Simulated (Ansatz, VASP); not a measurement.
## ZrZnN in VASP and in Ansatz

```
Zr Zn N
1.0
     3.56454    0.00000    0.00000
    -1.78227    3.08699    0.00000
     0.00000    0.00000    3.56037
Zr Zn N
1 1 1
Direct
  0.00000 0.00000 0.50000
  0.33333 0.66667 0.00000
  0.66667 0.33333 0.50000
```

Change from the starting cell: species swapped into the TaBeB type (P-6m2, No. 187).

Alike in both runs: task relaxation of cell and atoms; functional PBE; k mesh 6 × 6 × 6; occupations gaussian, width 0.1 eV; no spin polarisation.

```csv
,VASP,Ansatz
version,VASP 6.6.1,Ansatz 0.2.0
potentials or method,"VASP PAW PBE potentials, release 64 (Zr_sv, Zn, N), cutoff 600 eV","scalar-relativistic, plane waves, PAW"
valence electrons in the cell,29,29
```

```tsv
	VASP	Ansatz	Ansatz less VASP
gap on the k mesh at the Fermi level, each at its own relaxed structure (eV)	none	none	-
relaxed volume (Å³/atom)	17.28	17.52	+0.239
relaxed cell length with the largest relative difference (Å)	4.655	4.735	+0.0794
```

A gap of «none» marks a metal or a gap that the smearing closes.

Noted on VASP's run: the volume moved by over 15 % at a fixed basis, so the end points are rough.
